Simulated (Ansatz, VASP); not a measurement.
## HfN: VASP beside Ansatz

Contents of INCAR:

```
SYSTEM = HfN
PREC = Accurate
ENCUT = 520
EDIFF = 1E-6
ISMEAR = 0
SIGMA = 0.15
LREAL = .False.
LASPH = .True.
NELM = 60
ALGO = Normal
ISIF = 2
LWAVE = .False.
LCHARG = .True.
GGA = PE
LELF = .True.
LVHAR = .True.
NBANDS = 14
```

Contents of KPOINTS:

```
regular mesh
0
Gamma
  18 18 18
  0 0 0
```

Contents of POSCAR:

```
HfN
1.0
    0.0000000000      2.3267700000      2.2928850000
    2.3267700000      0.0000000000      2.2928850000
    2.3267700000      2.3267700000      0.0000000000
Hf N
1 1
Direct
    0.0000000000      0.0000000000      0.0000000000
    0.5000000000      0.5000000000      0.5000000000
```

Input for Ansatz:

```yaml
crystal:
  lattice:
    - [0.0, 2.32677, 2.292885]
    - [2.32677, 0.0, 2.292885]
    - [2.32677, 2.32677, 0.0]
  atoms:
    - { symbol: Hf, position: [0.0, 0.0, 0.0] }
    - { symbol: "N", position: [0.5, 0.5, 0.5] }
basis:
  ecutwfc: 420
kpoints:
  mp_grid: { grid: [18, 18, 18] }
hamiltonian:
  xc: pbe
scf:
  occupations: { method: gaussian, width: 0.15 }
output:
  forces: true
  stress: true
  eigenvalues: true
```

Change from the starting cell: strain +0.030 along x and y, +0.015 along z, atoms carried along.

Alike in both runs: task single point; functional PBE; k mesh 18 × 18 × 18; occupations gaussian, width 0.15 eV; no spin polarisation.

|  | VASP | Ansatz |
| --- | --- | --- |
| version | VASP 6.6.1 | Ansatz 0.2.0 |
| potentials or method | VASP PAW PBE potentials, release 64 (Hf_pv, N), cutoff 520 eV | scalar-relativistic, plane waves, PAW |
| valence electrons in the cell | 15 | 31 |

VASP gave:

- gap on the k mesh at the Fermi level (eV): none
- pressure (GPa): -14.7
- traceless stress, the component that is largest in VASP (GPa): 3.29

Q: Which values does Ansatz return?

A: gap on the k mesh at the Fermi level (eV): none; pressure (GPa): -12.6; traceless stress, the component that is largest in VASP (GPa): 3.36.

A gap of «none» marks a metal or a gap that the smearing closes. VASP's potentials hold 15 valence electrons a cell and Ansatz's 31, so a difference there can come from the potentials and not from the codes.

Spin-orbit coupling is off throughout.
